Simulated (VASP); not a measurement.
# Nb (Fd-3m) in VASP: further runs, part 2 of 2

VASP 6.6.1. The steps go on from the part before.

## (3) Relaxation of cell and atoms, LDA, target pressure 1.1 GPa, at which the enthalpy is minimised

This run uses another cell than the first one, of 23.46 Å³/atom.

Input file INCAR:

```
SYSTEM = Nb
  PREC = Accurate
  ENCUT = 600
  EDIFF = 1E-6
  ISMEAR = -1
  SIGMA = 0.05
  LREAL = .False.
  LASPH = .True.
  NELM = 60
  ALGO = Normal
  ISIF = 3
  LWAVE = .False.
  LCHARG = .False.
  IBRION = 2
  NSW = 32
  EDIFFG = -0.005
  PSTRESS = 11.0
```

Input file KPOINTS:

```
Automatic mesh
0
Gamma
  12 12 12
  0 0 0
```

Input file POSCAR:

```
Nb
1.0
    0.0000000000      2.8628363336      2.8628363336
    2.8628363336      0.0000000000      2.8628363336
    2.8628363336      2.8628363336      0.0000000000
Nb
2
Direct
   -0.1250000000     -0.1250000000     -0.1250000000
    0.1250000000      0.1250000000      0.1250000000
```

Potentials or basis: VASP PAW LDA potentials, release 64 (Nb_sv).

Run with:

```
$ cat potpaw_LDA.64/Nb_sv/POTCAR > POTCAR
$ mpirun -np 1 vasp_std > vasp.out
```

OUTCAR:

```text
SYSTEM = Nb
   PREC = Accurate
   ENCUT = 600
   EDIFF = 1E-6
   ISMEAR = -1
   LREAL = .False.
   LASPH = .True.
   NELM = 60
   ISIF = 3
   IBRION = 2
   NSW = 32
   EDIFFG = -0.005
   PSTRESS = 11.0

 ion  position               nearest neighbor table
   1  0.875  0.875  0.875-   2 2.48   2 2.48   2 2.48   2 2.48
   2  0.125  0.125  0.125-   1 2.48   1 2.48   1 2.48   1 2.48

  LATTYP: Found a face centered cubic cell.
 ALAT       =     5.7256726672

  Lattice vectors:

 A1 = (   0.0000000000,   2.8628363336,   2.8628363336)
 A2 = (   2.8628363336,   0.0000000000,   2.8628363336)
 A3 = (   2.8628363336,   2.8628363336,   0.0000000000)

Analysis of symmetry for initial positions (statically):
=====================================================================
 Subroutine PRICEL returns:
 Original cell was already a primitive cell.

 Routine SETGRP: Setting up the symmetry group for a
 face centered cubic supercell.

 Subroutine GETGRP returns: Found 48 space group operations
 (whereof 12 operations were pure point group operations)
 out of a pool of 48 trial point group operations.

The static configuration has the point symmetry D_3d.
[... 164 lines left out ...]

------------------------ aborting loop because EDIFF is reached ----------------------------------------

  FORCE on cell =-STRESS in cart. coord.  units (eV):
  Direction    XX          YY          ZZ          XY          YZ          ZX
  --------------------------------------------------------------------------------------
  -------------------------------------------------------------------------------------
  Total        0.3532474      0.3532474      0.3532474      0.0000000      0.0000000      0.0000000
  in kB       12.0606291     12.0606291     12.0606291      0.0000000      0.0000000      0.0000000
  external PRESSURE =       1.0606291 kB  Pullay stress =      11.0000000 kB
[... 63 lines left out ...]
--------------------------------------- Ionic step        3  -------------------------------------------

 number of electron      25.9999997 magnetization

 Free energy of the ion-electron system (eV)
  ---------------------------------------------------
  ext. energy  EPLUGINS =         0.00000000
  ---------------------------------------------------
  free energy    TOTEN  =       -17.29114070 eV

  energy without entropy =      -17.27135171  energy(sigma->0) =      -17.28124621

 E-fermi :   7.5012     XC(G=0): -10.9825

 val. band max:        7.4686887728   @ k =   0.1667   0.0833   0.0000
 cond. band min:       7.5248449654   @ k =   0.5000   0.1667   0.0833
 fundamental gap:      0.0561561926
 Fermi energy:         7.5011606387

 k-point     1 :       0.0000    0.0000    0.0000
  band No.  band energies     occupation
      1     -46.7872      2.00000
      2     -45.8429      2.00000
      3     -23.3934      2.00000
      4     -23.3934      2.00000
      5     -23.3934      2.00000
      6     -21.9848      2.00000
[... 457 lines left out ...]
      4     -23.5993      2.00000
      5     -23.1939      2.00000
      6     -22.1627      2.00000
[... 9 lines left out ...]
     16       9.9821      0.00000
     17      10.4289      0.00000

 [... further k-points ...]
[... 5 lines left out ...]
  --------------------------------------------------------------------------------------
  -------------------------------------------------------------------------------------
  Total        0.3192389      0.3192389      0.3192389      0.0000000      0.0000000      0.0000000
  in kB       10.8861366     10.8861366     10.8861366      0.0000000      0.0000000      0.0000000
  external PRESSURE =      -0.1138634 kB  Pullay stress =      11.0000000 kB
[... 21 lines left out ...]
  energy  without entropy=      -17.2713517132  energy(sigma->0) =      -17.28124621

  enthalpy is  TOTEN    =       -16.9685627232 eV   P V=        0.3225779765

 reached required accuracy - stopping structural energy minimisation
```

CONTCAR:

```text
Nb
   1.00000000000000
     0.0000000000000000    2.8640078563275693    2.8640078563275693
     2.8640078563275693    0.0000000000000000    2.8640078563275693
     2.8640078563275693    2.8640078563275693    0.0000000000000000
  Nb
     2
Direct
     0.8750000000000000    0.8750000000000000    0.8750000000000000
     0.1250000000000000    0.1250000000000000    0.1250000000000000

  0.00000000E+00  0.00000000E+00  0.00000000E+00
  0.00000000E+00  0.00000000E+00  0.00000000E+00
```

Run time: 2.1 min. Hardware: 1 thread of Intel Xeon 8259CL, shared host; peak memory 0.17 GiB.

What came out:

```yaml
Free_energy: -17.2911 eV
Relaxed_volume: 23.49 Å³/atom
Relaxed_cell: a = 4.050 Å, b = 4.050 Å, c = 4.050 Å, α = 60.00°, β = 60.00°, γ = 60.00°
Space_group_after_relaxing_to_0.1_Å: Fd-3m (No. 227)
Energy_change_on_relaxing_the_run_minimises_the_enthalpy: -0.2 meV/atom
Ionic_steps: 3
Pressure_after_relaxing: 1.1 GPa
Band_gap_on_the_k_mesh: zero (bands 13 and 14 overlap by 1.68 eV)
```

Step by step:
| step | energy change (eV) | largest force (eV/Å) | pressure (GPa) | volume (Å³) |
| --- | --- | --- | --- | --- |
| 1 | 0.0000 | 0.0000 | 1.21 | 46.93 |
| 2 | -0.0007 | 0.0000 | 1.01 | 47.03 |
| 3 | -0.0004 | 0.0000 | 1.09 | 46.98 |

Final structure:
```
CELL_PARAMETERS angstrom
0.00000 2.86401 2.86401
2.86401 0.00000 2.86401
2.86401 2.86401 0.00000
ATOMIC_POSITIONS crystal
Nb 0.87500 0.87500 0.87500
Nb 0.12500 0.12500 0.12500
```

Levels at points of the mesh, in eV from the Fermi level:
| k point | band 9 | band 10 | band 11 | band 12 | band 13 | band 14 | band 15 | band 16 | band 17 |
| --- | --- | --- | --- | --- | --- | --- | --- | --- | --- |
| (0.00, 0.00, 0.00) | -4.63 | -1.77 | -1.77 | -0.58 | -0.58 | -0.58 | 2.07 | 2.07 | 2.07 |
| (0.50, 0.00, 0.00) | -1.86 | -1.79 | -1.55 | -1.55 | -0.91 | -0.91 | 0.91 | 3.29 | 3.29 |
| (0.50, 0.50, 0.00) | -2.76 | -2.76 | -0.85 | -0.85 | 0.65 | 0.65 | 1.28 | 1.28 | 5.11 |

Caveat: the cell is relaxed towards a set pressure, so the run minimises the enthalpy, not the energy.

The gap in the log of VASP goes by the Fermi energy; the results here count the filled bands.